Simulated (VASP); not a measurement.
TiTe:

```
CELL_PARAMETERS angstrom
3.63109 0.00000 0.00000
0.00000 3.63109 0.00000
0.00000 0.00000 3.63109
ATOMIC_POSITIONS crystal
Ti 0.00000 0.00000 0.00000
Te 0.50000 0.50000 0.50000
```

Base run:

```yaml
Program: VASP 6.6.1
Functional: LDA
Potentials_or_basis: VASP PAW LDA potentials, release 64 (Ti_sv, Te)
Cutoff: 500 eV
k_mesh: 5 × 5 × 5
Occupations: gaussian, width 0.05 eV
Spin: collinear spin
Starting_moments: "[1.63, -0.14] μB"
Fixed_moment: 1.5 μB
Hubbard_terms: Ti d U = 3.0 eV
```

Its results: pressure -11.1 GPa; site moments Ti +1.24; Te -0.11 μB.

Problem. After a change of settings the same cell gave: pressure -5.7 GPa; site moments Ti +1.48; Te -0.06 μB. Which change was it?
A. fixed moment from 1.5 μB to none; moments at the start from [1.63, -0.14] to [2.0, 0.0]
B. fixed moment from 1.5 μB to 1.8 μB; moments at the start from [1.63, -0.14] to [1.85, -0.13]
C. fixed moment from 1.5 μB to none; moments at the start from [1.63, -0.14] to [1.77, -0.07]
D. fixed moment from 1.5 μB to none; moments at the start from [1.63, -0.14] to [1.94, -0.08]

Solution. B.

Caveats: the cell stands under tension; the total moment is fixed, so each spin has its own Fermi level and the state may be an excited one; the U is typed as a test and isn't derived for this compound.
